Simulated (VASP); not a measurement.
RuS2: single point with PBE

RuS2:

```
CELL_PARAMETERS angstrom
5.64776 0.00000 0.00000
0.00000 5.64776 0.00000
0.00000 0.00000 5.64776
ATOMIC_POSITIONS crystal
Ru 0.00000 0.50000 0.50000
Ru 0.50000 0.50000 0.00000
Ru 0.50000 0.00000 0.50000
Ru 0.00000 0.00000 0.00000
S 0.38831 0.11169 0.88831
S 0.11169 0.88831 0.38831
S 0.88831 0.38831 0.11169
S 0.61169 0.61169 0.61169
S 0.61169 0.88831 0.11169
S 0.88831 0.11169 0.61169
S 0.11169 0.61169 0.88831
S 0.38831 0.38831 0.38831
```

| Property | Result |
| --- | --- |
| Program | VASP 6.6.1 |
| Task | single point |
| Functional | PBE |
| Potentials or basis | VASP PAW PBE potentials, release 64 (Ru_pv, S) |
| Cutoff | 520 eV |
| k mesh | 5 × 5 × 5 |
| Occupations | fermi-dirac, width 0.05 eV |
| Spin | no spin polarisation |
| Dipole correction | no |
| Further INCAR settings | ALGO = Normal; EDIFF = 1e-07; NBANDS = 64 |

```yaml
Pressure: -0.2 GPa
Largest_force: 0.202 eV/Å
Band_gap_on_the_k_mesh: 0.75 eV (least direct gap 0.96 eV)
```

Forces in eV/Å, atoms in the order of the input:
```
Ru   0.000  0.000  0.000
Ru   0.000  0.000  0.000
Ru   0.000  0.000  0.000
Ru   0.000  0.000  0.000
S   -0.117  0.117 -0.117
S    0.117 -0.117 -0.117
S   -0.117 -0.117  0.117
S    0.117  0.117  0.117
S    0.117 -0.117  0.117
S   -0.117  0.117  0.117
S    0.117  0.117 -0.117
S   -0.117 -0.117 -0.117
```

Levels at points of the mesh, in eV from the valence-band top:
| k point | band 50 | band 51 | band 52 | band 53 | band 54 | band 55 |
| --- | --- | --- | --- | --- | --- | --- |
| (0.00, 0.00, 0.00) | -0.52 | -0.52 | -0.21 | 0.75 | 2.50 | 2.50 |

It took 73 s on 1 thread of AMD EPYC 9R45 96-Core Processor (Zen 5), with other jobs on the host, peak memory 0.26 GiB.

Caveat: an odd mesh through Γ misses points on the zone boundary, where band edges can lie.
